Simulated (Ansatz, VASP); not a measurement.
Two plane-wave programs on Mg2ZnTe3

INCAR

```
ALGO     = Normal         # electronic algorithm
EDIFF    = 1E-6           # SCF threshold, eV
ENCUT    = 520            # plane-wave cutoff, eV
GGA      = PE             # functional
ISIF     = 2              # what is computed and relaxed
ISMEAR   = 0              # smearing method
LASPH    = T              # aspherical terms in the spheres
LCHARG   = F              # write CHGCAR
LREAL    = F              # projectors in reciprocal space
LWAVE    = F              # write WAVECAR
NBANDS   = 46             # bands
NELM     = 80             # most SCF steps
PREC     = Accurate       # precision mode
SIGMA    = 0.1            # smearing width, eV
```

KPOINTS

```
k-points
0
Gamma
  6 6 1
```

File POSCAR:

```
Mg2ZnTe3
1.0
    4.5164887000      0.0000000000      0.0000000000
   -2.2582443000      3.9113939000      0.0000000000
    0.0000000000      0.0000000000     22.3066646000
Mg Zn Te
4 2 6
Direct
    0.3333333000      0.6666667000      0.3374430000
    0.3333333000      0.6666667000      0.6663710000
    0.6666667000      0.3333333000      0.1663710000
    0.6666667000      0.3333333000      0.8374430000
    0.3333333000      0.6666667000      0.0019010000
    0.6666667000      0.3333333000      0.5019010000
    0.3333333000      0.6666667000      0.1222260000
    0.3333333000      0.6666667000      0.4643330000
    0.3333333000      0.6666667000      0.7927260000
    0.6666667000      0.3333333000      0.2927260000
    0.6666667000      0.3333333000      0.6222260000
    0.6666667000      0.3333333000      0.9643330000
```

Input for Ansatz:

```yaml
crystal:
  lattice:
    - [4.5164887, 0.0, 0.0]
    - [-2.2582443, 3.9113939, 0.0]
    - [0.0, 0.0, 22.3066646]
  atoms:
    - { symbol: Mg, position: [0.3333333, 0.6666667, 0.337443] }
    - { symbol: Mg, position: [0.3333333, 0.6666667, 0.666371] }
    - { symbol: Mg, position: [0.6666667, 0.3333333, 0.166371] }
    - { symbol: Mg, position: [0.6666667, 0.3333333, 0.837443] }
    - { symbol: Zn, position: [0.3333333, 0.6666667, 0.001901] }
    - { symbol: Zn, position: [0.6666667, 0.3333333, 0.501901] }
    - { symbol: Te, position: [0.3333333, 0.6666667, 0.122226] }
    - { symbol: Te, position: [0.3333333, 0.6666667, 0.464333] }
    - { symbol: Te, position: [0.3333333, 0.6666667, 0.792726] }
    - { symbol: Te, position: [0.6666667, 0.3333333, 0.292726] }
    - { symbol: Te, position: [0.6666667, 0.3333333, 0.622226] }
    - { symbol: Te, position: [0.6666667, 0.3333333, 0.964333] }
basis:
  ecutwfc: 420
kpoints:
  mp_grid: { grid: [6, 6, 1] }
hamiltonian:
  xc: pbe
scf:
  occupations: { method: gaussian, width: 0.1 }
  lower_state_search: "off"
output:
  forces: true
  stress: true
  eigenvalues: true
```

Alike in both runs: task single point; functional PBE; k mesh 6 × 6 × 1; occupations gaussian, width 0.1 eV; no spin polarisation.

|  | VASP | Ansatz |
| --- | --- | --- |
| version | VASP 6.6.1 | Ansatz 0.2.0 |
| potentials or method | VASP PAW PBE potentials, release 64 (Mg, Zn, Te), cutoff 520 eV | scalar-relativistic, plane waves, PAW |
| valence electrons in the cell | 68 | 160 |

Ansatz gave:

| Property | Result |
| --- | --- |
| gap on the k mesh at the Fermi level (eV) | 1.41 |
| least direct gap on the mesh (eV) | 1.41 |
| pressure (GPa) | 0.0 |
| rms of the force components (eV/Å) | 0.002 |

Q: What did VASP give for the same quantities?

A: gap on the k mesh at the Fermi level (eV): 1.41; least direct gap on the mesh (eV): 1.41; pressure (GPa): 0.0; rms of the force components (eV/Å): 0.005.

Atom by atom the forces differ by 0.003 eV/Å (rms over components). VASP's potentials hold 68 valence electrons a cell and Ansatz's 160, so a difference there can come from the potentials and not from the codes.

Spin-orbit coupling is off throughout.
